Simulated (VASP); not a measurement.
Crystal: In.

```
CELL_PARAMETERS angstrom
3.33548 0.00000 0.00000
-1.66774 2.88861 0.00000
0.00000 0.00000 5.50914
ATOMIC_POSITIONS crystal
In 0.66667 0.33333 0.75000
In 0.33333 0.66667 0.25000
```

```yaml
Program: VASP 6.6.1
Task: relaxation of cell and atoms
Functional: PBEsol
Potentials_or_basis: VASP PAW PBE potentials, release 64 (In_d)
Cutoff: 600 eV
k_mesh: 9 × 9 × 5
Occupations: fermi-dirac, width 0.05 eV
Spin: no spin polarisation
```

At the start: pressure -1.4 GPa; volume 26.54 Å³/atom.

Problem. Where does the relaxation end?

Solution. Over 10 steps the energy falls by 4.5 meV/atom and the volume is 25.63 Å³/atom (-3.4 %); space group P6_3/mmc (No. 194, to 0.05 Å).

Step by step:
```tsv
step	energy change (eV)	largest force (eV/Å)	pressure (GPa)	volume (Å³)
1	0.0000	0.0000	-1.36	53.08
2	-0.0081	0.0000	-0.05	51.36
3	-0.0082	0.0000	0.01	51.28
4	-0.0082	0.0000	0.06	51.25
5	-0.0087	0.0000	0.05	51.20
6	-0.0089	0.0000	0.07	51.17
7	-0.0089	0.0000	0.09	51.16
8	-0.0089	0.0000	-0.06	51.29
9	-0.0089	0.0000	0.06	51.22
10	-0.0089	0.0000	-0.04	51.26
```

Final structure:
```xyz
2
Lattice="3.3106 0.0000 0.0000 -1.6553 2.8670 0.0000 0.0000 0.0000 5.4001" Properties=species:S:1:pos:R:3 pbc="T T T"
In    1.6553    0.9557    4.0500
In    0.0000    1.9114    1.3500
```

Caveat: the PAW data sets were made with another functional, which shifts forces and pressure a little.
